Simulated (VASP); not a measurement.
A run of VASP 6.6.1 is set up as follows.

The input POSCAR:

```
Zr
1.0
    3.3100702320      0.0000000000      0.0000000000
   -1.6550351160      2.8666049092      0.0000000000
    0.0000000000      0.0000000000      5.2512175029
Zr
2
Direct
    0.3333333333      0.6666666667      0.2500000000
    0.6666666667      0.3333333333      0.7500000000
```

The input INCAR.step1:

```
SYSTEM = Zr
ALGO = Normal
EDIFF = 1E-4
ENCUT = 600
GGA = PE
ISMEAR = 0
LASPH = .TRUE.
LCHARG = .FALSE.
LREAL = .FALSE.
LWAVE = .TRUE.
NELM = 60
PREC = Accurate
SIGMA = 0.1
```

INCAR.step2

```
SYSTEM = Zr
ALGO = Normal
EDIFF = 1E-7
EDIFFG = -0.01
ENCUT = 600
IBRION = 2
ISIF = 4
ISMEAR = 0
ISTART = 1
LASPH = .TRUE.
LCHARG = .FALSE.
LMIXTAU = .TRUE.
LREAL = .FALSE.
LWAVE = .FALSE.
METAGGA = R2SCAN
NELM = 60
NSW = 50
PREC = Accurate
SIGMA = 0.1
```

File KPOINTS:

```
k-points
0
G
  18 18 8
  0 0 0
```

Potentials or basis: VASP PAW PBE potentials, release 64 (Zr_sv).

Command:

```sh
$ cat potpaw_PBE.64/Zr_sv/POTCAR > POTCAR
$ cp INCAR.step1 INCAR
$ mpirun -np 1 vasp_std > vasp.out
$ cp INCAR.step2 INCAR
$ mpirun -np 1 vasp_std > vasp.out
```

(1) What does it give for the band gap on the k mesh?

Results:

(1) zero (bands 12 and 13 overlap by 1.26 eV).
